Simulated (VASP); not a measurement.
Crystal: Mo2Ir.

```
Mo Ir
1.0
     4.41019    0.00000    0.00000
    -2.20510    3.81934    0.00000
     0.00000    0.00000    2.74000
Mo Ir
2 1
Direct
  0.33333 0.66667 0.50000
  0.66667 0.33333 0.50000
  0.00000 0.00000 0.00000
```

- Program: VASP 6.6.1
- Task: relaxation of cell and atoms
- Functional: PBE
- Potentials or basis: VASP PAW PBE potentials, release 64 (Mo_sv, Ir)
- Cutoff: 500 eV
- k mesh: 6 × 6 × 6
- Occupations: gaussian, width 0.1 eV
- Spin: no spin polarisation

At the start: pressure 0.3 GPa; volume 15.38 Å³/atom.

How do energy, volume and symmetry change on relaxing?

Over 3 steps the energy falls by 2.2 meV/atom and the volume is 15.41 Å³/atom (+0.1 %); space group P6/mmm (No. 191, to 0.1 Å) before and after.

Step by step:
| step | energy change (eV) | largest force (eV/Å) | pressure (GPa) | volume (Å³) |
| --- | --- | --- | --- | --- |
| 1 | 0.0000 | 0.0000 | 0.25 | 46.15 |
| 2 | 0.0064 | 0.0000 | -0.89 | 46.30 |
| 3 | -0.0066 | 0.0000 | -0.31 | 46.22 |

Final structure:
```
Mo Ir
1.0
     4.42918    0.00000    0.00000
    -2.21459    3.83578    0.00000
     0.00000    0.00000    2.72041
Mo Ir
2 1
Direct
  0.33333 0.66667 0.50000
  0.66667 0.33333 0.50000
  0.00000 0.00000 0.00000
```

Caveat: the k points lie up to 0.38 Å⁻¹ apart in the final cell, too coarse for converged energies and pressures of a metal.
